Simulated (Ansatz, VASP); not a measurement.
**One calculation of WS2, two programs**

Contents of INCAR:

```
SYSTEM = WS2
PREC = Accurate
ENCUT = 520
EDIFF = 1E-6
ISMEAR = 0
SIGMA = 0.05
LREAL = .False.
LASPH = .True.
NELM = 100
ALGO = Normal
ISIF = 2
LWAVE = .False.
LCHARG = .True.
GGA = PS
LELF = .True.
LVHAR = .True.
NBANDS = 35
```

File KPOINTS:

```
regular mesh
0
Gamma
  12 12 2
  0 0 0
```

POSCAR

```
WS2
1.0
    3.2308391291      0.0000000000      0.0000000000
   -1.6154195645      2.7979887614      0.0000000000
    0.0000000000      0.0000000000     21.4563257405
W S
2 4
Direct
    0.3333333333      0.6666666667      0.6345659624
    0.6666666667      0.3333333333      0.3654340376
    0.3333333333      0.6666666667      0.2989660749
    0.6666666667      0.3333333333      0.5680485953
    0.3333333333      0.6666666667      0.4319514047
    0.6666666667      0.3333333333      0.7010339251
```

Input for Ansatz:

```yaml
crystal:
  lattice:
    - [3.2308391291, 0.0, 0.0]
    - [-1.6154195645, 2.7979887614, 0.0]
    - [0.0, 0.0, 21.4563257405]
  atoms:
    - { symbol: W, position: [0.3333333333, 0.6666666667, 0.6345659624] }
    - { symbol: W, position: [0.6666666667, 0.3333333333, 0.3654340376] }
    - { symbol: S, position: [0.3333333333, 0.6666666667, 0.2989660749] }
    - { symbol: S, position: [0.6666666667, 0.3333333333, 0.5680485953] }
    - { symbol: S, position: [0.3333333333, 0.6666666667, 0.4319514047] }
    - { symbol: S, position: [0.6666666667, 0.3333333333, 0.7010339251] }
basis:
  ecutwfc: 420
kpoints:
  mp_grid: { grid: [12, 12, 2] }
hamiltonian:
  xc: pbesol
  pseudopotentials: { kind: paw, azcp: { folder: soft_1 } }
scf:
  occupations: { method: gaussian, width: 0.05 }
output:
  forces: true
  stress: true
  eigenvalues: true
```

Alike in both runs: task single point; functional PBEsol; k mesh 12 × 12 × 2; occupations gaussian, width 0.05 eV; no spin polarisation.

|  | VASP | Ansatz |
| --- | --- | --- |
| version | VASP 6.6.1 | Ansatz 0.2.0 |
| potentials or method | VASP PAW PBE potentials, release 64 (W_sv, S), cutoff 520 eV | scalar-relativistic, plane waves, PAW |
| valence electrons in the cell | 52 | 52 |

Ansatz gave:

- gap on the k mesh at the Fermi level (eV): none
- rms of the force components (eV/Å): 1.166

Q: What did VASP give for the same quantities?

A: gap on the k mesh at the Fermi level (eV): none; rms of the force components (eV/Å): 1.176.

VASP's potentials were made for PBE, not for PBEsol, and Ansatz warns of the same on its side. Atom by atom the forces differ by 0.010 eV/Å (rms over components). A gap of «none» marks a metal or a gap that the smearing closes. The functional is the same, so the differences come from potentials, cutoffs and numerics.

Neither program's run includes spin-orbit coupling.
